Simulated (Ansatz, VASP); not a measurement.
ClO in VASP and in Ansatz

The input INCAR:

```
SYSTEM = ClO
ALGO = Normal
EDIFF = 1E-6
ENCUT = 600
GGA = PS
GGA_COMPAT = .FALSE.
ISIF = 2
ISMEAR = 0
LASPH = .TRUE.
LCHARG = .FALSE.
LREAL = .FALSE.
LWAVE = .FALSE.
NBANDS = 14
NELM = 120
PREC = Accurate
SIGMA = 0.1
```

The input KPOINTS:

```
k-points
0
G
  7 7 7
  0 0 0
```

Contents of POSCAR:

```
ClO
1.0
    3.1852167900      0.0000000000      0.0000000000
    0.0000000000      3.1852167900      0.0000000000
    0.0000000000      0.0000000000      3.1852167900
Cl O
1 1
Direct
    0.0000000000      0.0313950373      0.0000000000
    0.5000000016      0.5000000016      0.5000000016
```

Input for Ansatz:

```yaml
crystal:
  lattice:
    - [3.18521679, 0.0, 0.0]
    - [0.0, 3.18521679, 0.0]
    - [0.0, 0.0, 3.18521679]
  atoms:
    - { symbol: Cl, position: [0.0, 0.03139503732177678, 0.0] }
    - { symbol: O, position: [0.5000000015697519, 0.5000000015697519, 0.5000000015697519] }
kpoints:
  mp_grid:
    grid: [7, 7, 7]
    shift: [0.0, 0.0, 0.0]
hamiltonian:
  xc: pbesol
scf:
  occupations:
    method: gaussian
    width: 0.1
output:
  forces: true
```

Alike in both runs: task single point; functional PBEsol; k mesh 7 × 7 × 7; occupations gaussian, width 0.1 eV; no spin polarisation.

```csv
,VASP,Ansatz
version,VASP 6.6.1,Ansatz 0.2.0
potentials or method,"VASP PAW PBE potentials, release 64 (Cl, O)","plane waves, PAW"
plane-wave cutoff (eV),600,420
valence electrons in the cell,13,13
```

|  | VASP | Ansatz | Ansatz less VASP |
| --- | --- | --- | --- |
| rms of the force components (eV/Å) | 0.201 | 0.201 | 0.0000 |

VASP's potentials were made for PBE, not for PBEsol. Atom by atom the forces differ by 0.000 eV/Å (rms over components).
